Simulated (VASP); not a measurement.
A run of VASP 6.6.1 is set up as follows.

The input INCAR:

```
SYSTEM = LiCl
PREC = Accurate ; ENCUT = 520
EDIFF = 1E-6 ; ISMEAR = 0
SIGMA = 0.05 ; LREAL = .FALSE.
LASPH = .TRUE. ; NELM = 100
ALGO = Normal ; ISIF = 2
LWAVE = .FALSE. ; LCHARG = .FALSE.
GGA = PE ; NBANDS = 12
```

File KPOINTS:

```
Automatic mesh
0
G
  8 8 8
  0 0 0
```

Contents of POSCAR:

```
LiCl
1.0
    0.0000000000      2.5647600000      2.4493458000
    2.5647600000      0.0000000000      2.4493458000
    2.5647600000      2.5647600000      0.0000000000
Li Cl
1 1
Direct
    0.0000000000      0.0000000000      0.0000000000
    0.5000000000      0.5000000000      0.5000000000
```

Potentials or basis: VASP PAW PBE potentials, release 64 (Li_sv, Cl).

The run is started by

```bash
$ cat potpaw_PBE.64/Li_sv/POTCAR potpaw_PBE.64/Cl/POTCAR > POTCAR
$ mpirun -np 1 vasp_std > vasp.out
```

Task: What does it give for the band gap on the k mesh?

Result: 6.57 eV.

Caveat: the cell differs from its parent crystal (strain -0.0450 x Voigt [0, 0, 1, 0, 0, 0]). A k mesh can miss the band edges.
